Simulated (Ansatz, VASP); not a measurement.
**AlCu: VASP beside Ansatz**

File INCAR:

```
  ALGO = Normal
  EDIFF = 1E-6
  ENCUT = 520
  GGA = PS
  ISIF = 2
  ISMEAR = -1
  LASPH = T
  LCHARG = T
  LELF = T
  LREAL = F
  LVHAR = T
  LWAVE = F
  NBANDS = 14
  NELM = 80
  PREC = Accurate
  SIGMA = 0.1
```

Contents of KPOINTS:

```
k-points
0
Gamma
  14 14 14
```

The input POSCAR:

```
AlCu
1.0
    0.0000000000      2.4407171663      2.4407171663
    2.4407171663      0.0000000000      2.4407171663
    2.4407171663      2.4407171663      0.0000000000
Cu Al
1 1
Direct
    0.0000000000      0.0000000000      0.0000000000
    0.5000000000      0.5000000000      0.5000000000
```

Input for Ansatz:

```yaml
crystal:
  lattice:
    - [0.0, 2.4407171663, 2.4407171663]
    - [2.4407171663, 0.0, 2.4407171663]
    - [2.4407171663, 2.4407171663, 0.0]
  atoms:
    - { symbol: Cu, position: [0.0, 0.0, 0.0] }
    - { symbol: Al, position: [0.5, 0.5, 0.5] }
kpoints:
  mp_grid: { grid: [14, 14, 14] }
scf:
  occupations: { method: fermi_dirac, width: 0.1 }
hamiltonian:
  xc: pbesol
  pseudopotentials: { kind: all_electron, lapw: { basis_error: 0.001 } }
output:
  forces: true
  stress: true
  eigenvalues: true
  populations: true
```

Change from the starting cell: volume scaled by 0.94, LAPW.

Alike in both runs: task single point; functional PBEsol; k mesh 14 × 14 × 14; occupations fermi-dirac, width 0.1 eV; no spin polarisation.

|  | VASP | Ansatz |
| --- | --- | --- |
| version | VASP 6.6.1 | Ansatz 0.2.0 |
| potentials or method | VASP PAW PBE potentials, release 64 (Cu, Al), cutoff 520 eV | all-electron LAPW, scalar-relativistic |

Ansatz gave:

```
pressure (GPa) : 6.3
```

Question: Which values does VASP return?

Answer: Pressure (GPa): 6.6.

VASP's potentials were made for PBE, not for PBEsol. Ansatz ran all-electron here, and VASP with PAW potentials.
